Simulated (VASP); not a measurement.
# MgO (Cm) in VASP: single point with PBE

Aim: the single point of MgO with PBE.

All numbers are computed with VASP 6.6.1; they aren't measurements. Logs are shortened: lines on timing, memory, paths and dates and some standing lists are left out, and cuts for length are marked.

## Step 1: The cell of the first run

The structure is monoclinic, space group Cm (No. 8). The conventional cell has a = 10.445 Å, b = 3.521 Å, c = 6.099 Å, α = 90.00°, β = 125.73°, γ = 90.00°. Within 2.9 Å of Mg (site symmetry m) lie 5 O at 2.03 to 2.13 Å and 3 Mg at 2.78 to 2.83 Å. Within 2.6 Å of Mg (site symmetry m) lie 5 O at 1.93 to 2.31 Å. Mg (site symmetry m) has 5 O at 1.95 to 2.22 Å within 2.6 Å. Mg (site symmetry m) has 5 O at 1.97 to 2.20 Å within 2.6 Å. O (site symmetry m) has 5 Mg at 1.93 to 2.11 Å within 2.6 Å. Within 3.0 Å of O (site symmetry m) lie 5 Mg at 2.10 to 2.31 Å and 6 O at 2.90 to 2.95 Å. O (site symmetry m) has 5 Mg at 2.03 to 2.20 Å within 2.7 Å. Within 2.7 Å of O (site symmetry m) lie 5 Mg at 2.02 to 2.22 Å.

## Step 2: Single point, PBE (atoms displaced along a vibrational mode)

File INCAR:

```
SYSTEM = MgO
PREC = Accurate ; ENCUT = 520
EDIFF = 1E-6 ; ISMEAR = 0
SIGMA = 0.05 ; LREAL = .FALSE.
LASPH = .TRUE. ; NELM = 60
ALGO = Normal ; ISIF = 2
LWAVE = .FALSE. ; LCHARG = .TRUE.
GGA = PE ; LELF = .TRUE.
LVHAR = .TRUE. ; NBANDS = 26
```

File KPOINTS:

```
regular mesh
0
G
  8 8 8
  0 0 0
```

File POSCAR:

```
MgO
1.0
    3.5213164963      0.0000000000      0.0000000000
    1.7606582482     -3.0495495405     -4.2393824239
    1.7606582481      3.0495495406     -4.2393824239
Mg O
4 4
Direct
    0.8677664858      0.4655668482      0.7989001801
    0.3906182306      0.9427151020      0.2760484369
    0.1291923578      0.5582970564      0.1833182280
    0.6291923586      0.0166515606      0.7249637222
    0.6186311479      0.7042110989      0.0585266054
    0.1186311478      0.2251932721      0.5375444324
    0.3698678286      0.2967988377      0.9634655051
    0.8673944671      0.7992722000      0.4659388659
```

Potentials or basis: VASP PAW PBE potentials, release 64 (Mg, O).

Run with:

```sh
cat potpaw_PBE.64/Mg/POTCAR potpaw_PBE.64/O/POTCAR > POTCAR
mpirun -np 1 vasp_std > vasp.out
```

OUTCAR:

```text
SYSTEM = MgO
   PREC = Accurate
   ENCUT = 520
   EDIFF = 1E-6
   ISMEAR = 0
   LREAL = .FALSE.
   LASPH = .TRUE.
   NELM = 60
   ISIF = 2
   GGA = PE

 ion  position               nearest neighbor table
   1  0.868  0.466  0.799-   8 2.03   7 2.03   7 2.03   5 2.11   6 2.13   4 2.78   3 2.83   3 2.83
                             4 3.05   4 3.05   3 3.09   2 3.53   2 3.53   2 3.53   2 3.53
   2  0.391  0.943  0.276-   5 1.93   7 2.04   8 2.04   8 2.04   6 2.31   4 2.78   3 2.83   3 2.83
                             4 3.05   4 3.05   3 3.09   1 3.53   1 3.53   1 3.53   1 3.53
   3  0.129  0.558  0.183-   5 1.95   5 1.95   7 2.04   6 2.10   8 2.22   2 2.83   2 2.83   1 2.83
                             1 2.83   1 3.09   2 3.09   4 3.30   4 3.30
   4  0.629  0.017  0.725-   5 1.97   8 2.02   6 2.14   6 2.14   7 2.20   1 2.78   2 2.78   2 3.05
                             2 3.05   1 3.05   1 3.05   3 3.30   3 3.30
   5  0.619  0.704  0.059-   2 1.93   3 1.95   3 1.95   4 1.97   1 2.11
   6  0.119  0.225  0.538-   3 2.10   1 2.13   4 2.14   4 2.14   2 2.31
   7  0.370  0.297  0.963-   1 2.03   1 2.03   2 2.04   3 2.04   4 2.20
   8  0.867  0.799  0.466-   4 2.02   1 2.03   2 2.04   2 2.04   3 2.22

  LATTYP: Found a body centered orthorhombic cell.
 ALAT       =     3.5213164963
 B/A-ratio  =     1.7320508076
 C/A-ratio  =     2.4078394705

  Lattice vectors:

 A1 = (  -1.7606582482,   3.0495495405,   4.2393824239)
 A2 = (   1.7606582482,  -3.0495495406,   4.2393824239)
 A3 = (   1.7606582481,   3.0495495406,  -4.2393824239)

Analysis of symmetry for initial positions (statically):
=====================================================================
 Subroutine PRICEL returns:
 Original cell was already a primitive cell.

 Routine SETGRP: Setting up the symmetry group for a
 body centered orthorhombic supercell.

 Subroutine GETGRP returns: Found  2 space group operations
 (whereof  2 operations were pure point group operations)
 out of a pool of  8 trial point group operations.

The static configuration has the point symmetry C_1h.

Analysis of symmetry for dynamics (positions and initial velocities):
=====================================================================
 Subroutine PRICEL returns:
 Original cell was already a primitive cell.

 Routine SETGRP: Setting up the symmetry group for a
 body centered orthorhombic supercell.

 Subroutine GETGRP returns: Found  2 space group operations
 (whereof  2 operations were pure point group operations)
 out of a pool of  8 trial point group operations.

The dynamic configuration has the point symmetry C_1h.

 Subroutine INISYM returns: Found  2 space group operations
 (whereof  2 operations are pure point group operations),
 and found     1 'primitive' translations

----------------------------------------------------------------------------------------

                                     Primitive cell

  volume of cell :      91.0486

  direct lattice vectors                    reciprocal lattice vectors
     3.521316496  0.000000000  0.000000000     0.283984697  0.000000000  0.117941707
     1.760658248 -3.049549541 -4.239382424     0.000000000 -0.163958642 -0.117941707
     1.760658248  3.049549541 -4.239382424     0.000000000  0.163958642 -0.117941707

  length of vectors
     3.521316496  5.511082761  5.511082761     0.307502121  0.201971984  0.201971984

  position of ions in fractional coordinates (direct lattice)
     0.867766486  0.465566848  0.798900180
     0.390618231  0.942715102  0.276048437
     0.129192358  0.558297056  0.183318228
     0.629192359  0.016651561  0.724963722
     0.618631148  0.704211099  0.058526605
     0.118631148  0.225193272  0.537544432
     0.369867829  0.296798838  0.963465505
     0.867394467  0.799272200  0.465938866

  ion indices of the primitive-cell ions
   primitive index   ion index
                 1           1
                 2           2
                 3           3
                 4           4
                 5           5
                 6           6
                 7           7
                 8           8

----------------------------------------------------------------------------------------

 KPOINTS: regular mesh

Automatic generation of k-mesh.
 Grid dimensions read from file:
 generate k-points for:    8    8    8

 Generating k-lattice:

  Cartesian coordinates                     Fractional coordinates (reciprocal lattice)
     0.035498087  0.000000000  0.014742713     0.125000000 -0.000000000  0.000000000
     0.000000000 -0.020494830 -0.014742713     0.000000000  0.125000000  0.000000000
     0.000000000  0.020494830 -0.014742713     0.000000000  0.000000000  0.125000000

  Length of vectors
     0.038437765  0.025246498  0.025246498

  Shift w.r.t. Gamma in fractional coordinates (k-lattice)
     0.000000000  0.000000000  0.000000000

 Subroutine IBZKPT returns following result:
 ===========================================

 Found    150 irreducible k-points:

 Following reciprocal coordinates:
            Coordinates               Weight
  0.000000  0.000000  0.000000      1.000000
  0.125000  0.000000  0.000000      4.000000
  0.250000  0.000000  0.000000      4.000000
  0.375000 -0.000000 -0.000000      4.000000
  0.500000  0.000000  0.000000      2.000000
  0.000000  0.125000  0.000000      2.000000
[... 16 lines left out ...]
  0.125000  0.250000 -0.000000      4.000000
 -0.125000 -0.000000 -0.250000      4.000000
 [... further k-points ...]
   k-points           NKPTS =    150   k-points in BZ     NKDIM =    150   number of bands    NBANDS=     26
   number of dos      NEDOS =    301   number of ions     NIONS =      8
   total plane-waves  NPLWV =  49392
   dimension x,y,z NGX =    28 NGY =   42 NGZ =   42
   dimension x,y,z NGXF=    56 NGYF=   84 NGZF=   84
   ions per type =               4   4
   NGX,Y,Z   is equivalent  to a cutoff of  13.22, 12.67, 12.67 a.u.
   NGXF,Y,Z  is equivalent  to a cutoff of  26.44, 25.34, 25.34 a.u.
 SYSTEM =  MgO
   PREC   = accura    normal or accurate (medium, high low for compatibility)
   ISTART =      0    job   : 0-new  1-cont  2-samecut
   ICHARG =      2    charge: 1-file 2-atom 10-const
   ISPIN  =      1    spin polarized calculation?
   LNONCOLLINEAR =      F non collinear calculations
   LSORBIT =      F    spin-orbit coupling
   LASPH  =      T    aspherical Exc in radial PAW
   ENCUT  =  520.0 eV  38.22 Ry    6.18 a.u.   6.55 10.25 10.25*2*pi/ulx,y,z
   NELM   =     60;   NELMIN=  2; NELMDL= -5     # of ELM steps
   EDIFF  = 0.1E-05   stopping-criterion for ELM
   LREAL  =      F    real-space projection
   EDIFFG = 0.1E-04   stopping-criterion for IOM
   NSW    =      0    number of steps for IOM
   IBRION =     -1    ionic relax: 0-MD 1-quasi-New 2-CG
   NFREE  =      0    steps in history (QN), initial steepest desc. (CG)
   ISIF   =      2    stress and relaxation
   ISYM   =      2    0-nonsym 1-usesym 2-fastsym
   POTIM  = 0.5000    time-step for ionic-motion
   TEBEG  =    0.0;   TEEND  =   0.0 temperature during run
   PSTRESS=    0.0 pullay stress
   NELECT =      32.0000    total number of electrons
   NUPDOWN=      -1.0000    fix difference up-down
   EMIN   =  10.00;   EMAX   =-10.00  energy-range for DOS
   EFERMI =   0.00;   METHOD = LEGACY
   ISMEAR =     0;   SIGMA  =   0.05  broadening in eV -4-tet -1-fermi 0-gaus
   EFERMI_NEDOS =   21; number of points for ismear=-14 and -15
   IALGO  =     38    algorithm
   IMIX   =      4    mixing-type and parameters
     AMIX     =   0.40;   BMIX     =  1.00
     AMIX_MAG =   1.60;   BMIX_MAG =  1.00
  volume/ion in A,a.u.               =      11.38        76.80
  Fermi-wavevector in a.u.,A,eV,Ry     =   1.155315  2.183229 18.160411  1.334753
  Thomas-Fermi vector in A             =   2.291944
   LORBIT       =      0    0 simple, 1 ext, 2 COOP (PROOUT), +10 PAW based schemes
   GGA     = PE    functional components
   LHFCALC =     F    Hartree Fock is set to
   AEXX    =    0.0000 exact exchange contribution
   IVDW    =     0    specifies the selected vdW correction
   LEPSILON=     F    determine dielectric tensor
   LRPA    =     F    only Hartree local field effects (RPA)
 non-spin polarized calculation
 Gauss-broadening in eV      SIGMA  =   0.05
  energy-cutoff  :      520.00
  volume of cell :       91.05
 maximum number of plane-waves:      2484
 NGX is ok and might be reduce to    28
   NGX = 13   NGY = 21   NGZ = 21

 number of electron      32.0000009 magnetization

 Free energy of the ion-electron system (eV)
  ---------------------------------------------------
  ext. energy  EPLUGINS =         0.00000000
  ---------------------------------------------------
  free energy    TOTEN  =       -46.67027471 eV

  energy without entropy =      -46.67027471  energy(sigma->0) =      -46.67027471

 E-fermi :   2.4679     XC(G=0):  -9.9258

 val. band max:        2.2417315859   @ k =   0.0000   0.0000   0.0000
 cond. band min:       4.8612968541   @ k =   0.0000   0.0000   0.0000
 fundamental gap:      2.6195652681
 Fermi energy:         2.4679457486

 k-point     1 :       0.0000    0.0000    0.0000
  band No.  band energies     occupation
      1     -15.5834      2.00000
      2     -14.2999      2.00000
      3     -14.0840      2.00000
      4     -13.0015      2.00000
      5      -2.5103      2.00000
      6      -2.1742      2.00000
[... 18 lines left out ...]
     25      14.2463      0.00000
     26      15.2967      0.00000

 k-point     2 :       0.1250    0.0000    0.0000
  band No.  band energies     occupation
      1     -15.5405      2.00000
      2     -14.2875      2.00000
      3     -14.0756      2.00000
      4     -13.0048      2.00000
      5      -2.4353      2.00000
      6      -2.0777      2.00000
[... 18 lines left out ...]
     25      14.3269      0.00000
[... 608 lines left out ...]
     25      14.3576      0.00000
     26      14.4974      0.00000

 k-point    24 :      -0.1250   -0.0000   -0.2500
  band No.  band energies     occupation
      1     -15.5147      2.00000
      2     -14.2774      2.00000
      3     -14.1112      2.00000
      4     -13.0228      2.00000
      5      -2.3327      2.00000
      6      -1.9819      2.00000
[... 18 lines left out ...]
     25      14.3208      0.00000
     26      14.5293      0.00000

 [... further k-points ...]

------------------------ aborting loop because EDIFF is reached ----------------------------------------

  FORCE on cell =-STRESS in cart. coord.  units (eV):
  Direction    XX          YY          ZZ          XY          YZ          ZX
  --------------------------------------------------------------------------------------
  -------------------------------------------------------------------------------------
  Total        0.8548717     -0.6237298      1.7929910      0.0000000      0.0419998     -0.0000000
  in kB       15.0431289    -10.9757376     31.5511610      0.0000000      0.7390680     -0.0000000
  external PRESSURE =      11.8728508 kB  Pullay stress =       0.0000000 kB

 VOLUME and BASIS-vectors are now :
 -----------------------------------------------------------------------------
  energy-cutoff  :      520.00
  volume of cell :       91.05
      direct lattice vectors                 reciprocal lattice vectors
     3.521316496  0.000000000  0.000000000     0.283984697  0.000000000  0.117941707
     1.760658248 -3.049549541 -4.239382424     0.000000000 -0.163958642 -0.117941707
     1.760658248  3.049549541 -4.239382424     0.000000000  0.163958642 -0.117941707

 POSITION                                       TOTAL-FORCE (eV/Angst)
 -----------------------------------------------------------------------------------
      5.28197      1.01652     -5.36056        -0.000000      0.076252      1.689276
      3.52132     -2.03303     -5.16680        -0.000000      0.105834     -2.681667
      1.76066     -1.14352     -3.14399        -0.000000      2.584553     -0.314496
      3.52132      2.16003     -3.14399         0.000000     -2.759371     -0.446316
      3.52132     -1.96905     -3.23354         0.000000     -0.857549      0.816487
      1.76066      0.95253     -3.23354        -0.000000      0.870351      0.145512
      3.52132      2.03303     -5.34274         0.000000     -0.000473      0.235142
      5.28197     -1.01652     -5.36371         0.000000     -0.019597      0.556062
 -----------------------------------------------------------------------------------
    total drift:                                0.000052     -0.000461      0.002767

  FREE ENERGIE OF THE ION-ELECTRON SYSTEM (eV)
  ---------------------------------------------------
  free  energy   TOTEN  =       -46.6702747089 eV

  energy  without entropy=      -46.6702747089  energy(sigma->0) =      -46.67027471
```

Run time: 11 min. Hardware: 1 thread of AMD EPYC 7R13, shared host; peak memory 0.38 GiB.

Results:

```yaml
Free_energy: -46.6703 eV
Pressure: 1.2 GPa
Largest_force: 2.795 eV/Å
Band_gap_on_the_k_mesh: 2.62 eV
```

Forces in eV/Å, atoms in the order of the input:
```
Mg   0.000  0.076  1.689
Mg   0.000  0.106 -2.682
Mg   0.000  2.585 -0.314
Mg   0.000 -2.759 -0.446
O    0.000 -0.858  0.816
O    0.000  0.870  0.146
O    0.000  0.000  0.235
O    0.000 -0.020  0.556
```

Levels at points of the mesh, in eV from the valence-band top:
```csv
k point,band 12,band 13,band 14,band 15,band 16,band 17,band 18,band 19,band 20,band 21
"(0.00, 0.00, 0.00)",-1.68,-1.64,-0.60,-0.53,0.00,2.62,6.69,6.73,8.74,10.76
"(0.50, 0.00, 0.00)",-2.03,-1.73,-1.03,-0.85,-0.36,5.76,6.77,8.13,8.52,9.18
"(0.00, 0.50, 0.00)",-1.73,-1.61,-1.23,-0.44,-0.22,4.57,5.49,7.94,8.31,10.13
"(0.00, 0.00, 0.50)",-1.77,-1.59,-1.19,-0.44,-0.22,4.59,5.47,7.94,8.29,10.19
"(0.50, 0.50, 0.00)",-1.82,-1.75,-1.20,-0.64,-0.51,5.63,6.55,7.36,8.17,9.34
"(0.00, 0.50, 0.50)",-1.68,-1.64,-1.31,-1.27,-0.33,5.24,5.66,6.89,8.25,9.21
```

Caveat: the cell differs from its parent crystal (atoms displaced along a vibrational mode); forces of over 1 eV/Å act on the atoms, so gaps and moduli don't describe the material at rest. A k mesh can miss the band edges.
